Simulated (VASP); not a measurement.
Set up this calculation in VASP 6.6.1, as the native input.

* Task: single point
* Functional: revPBE
* Dispersion: D3(BJ)
* Potentials or basis: VASP PAW PBE potentials, release 64 (Ta_pv, N)
* Cutoff: 520 eV
* k mesh: 5 × 5 × 8
* Occupations: methfessel-paxton, width 0.15 eV
* Spin: no spin polarisation
* Dipole correction: no
* Further INCAR settings: ALGO = Normal; EDIFF = 1e-06; NBANDS = 33

The structure of TaN lies in POSCAR:

```
TaN
1.0
    5.1888409840      0.0000000000      0.0000000000
   -2.5944204920      4.4936681084      0.0000000000
    0.0000000000      0.0000000000      2.9134253586
Ta N
3 3
Direct
    0.0000000000      0.0000000000      0.0000000000
    0.3333333333      0.6666666667      0.5000000000
    0.6666666667      0.3333333333      0.5000000000
    0.5000000000      0.0000000000      0.0000000000
    0.5000000000      0.5000000000      0.0000000000
    0.0000000000      0.5000000000      0.0000000000
```

These files were run (other wordings do the same):

INCAR

```
PREC = Accurate
ENCUT = 520
EDIFF = 1E-6
ISMEAR = 1
SIGMA = 0.15
LREAL = False
LASPH = True
NELM = 80
ALGO = Normal
ISIF = 2
LWAVE = False
LCHARG = False
GGA = RE
IVDW = 12
NBANDS = 33
```

KPOINTS

```
regular mesh
0
Gamma
  5 5 8
```

Potentials or basis: VASP PAW PBE potentials, release 64 (Ta_pv, N).

Run with:

```sh
$ cat potpaw_PBE.64/Ta_pv/POTCAR potpaw_PBE.64/N/POTCAR > POTCAR
$ mpirun -np 1 vasp_std > vasp.out
```

Results of the run:

```
Pressure                   : 0.8 GPa
Band gap on the k mesh     : zero (bands 24 and 25 overlap by 2.12 eV)
Dispersion energy per atom : -0.822 eV
```

Caveat: the PAW data sets were made with another functional, which shifts forces and pressure a little; spin-orbit coupling is left out, which moves the levels of the heavy elements.

Wall time 39 s on 1 thread of AMD EPYC 9R45 96-Core Processor (Zen 5), with other jobs on the host, peak memory 0.18 GiB.
